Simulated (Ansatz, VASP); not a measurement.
MgS: VASP beside Ansatz

```
Mg S
1.0
     0.00000    2.59500    2.59500
     2.59500    0.00000    2.59500
     2.59500    2.59500    0.00000
Mg S
1 1
Cartesian
  0.0000 0.0000 0.0000
  2.5950 2.5950 2.5950
```

Alike in both runs: task single point; functional PBEsol; k mesh 6 × 6 × 6; occupations gaussian, width 0.1 eV; no spin polarisation.

|  | VASP | Ansatz |
| --- | --- | --- |
| version | VASP 6.6.1 | Ansatz 0.2.0 |
| potentials or method | VASP PAW PBE potentials, release 64 (Mg, S), cutoff 600 eV | scalar-relativistic, plane waves, PAW |
| valence electrons in the cell | 8 | 16 |

```csv
,VASP,Ansatz,Ansatz less VASP
gap on the k mesh at the Fermi level (eV),2.72,2.72,0.000
least direct gap on the mesh (eV),3.65,3.65,+0.001
pressure (GPa),-0.5,-0.3,+0.18
```

VASP's potentials were made for PBE, not for PBEsol, and Ansatz warns of the same on its side. The functional is the same, so the differences come from potentials, cutoffs and numerics. VASP's potentials hold 8 valence electrons a cell and Ansatz's 16, so a difference there can come from the potentials and not from the codes.
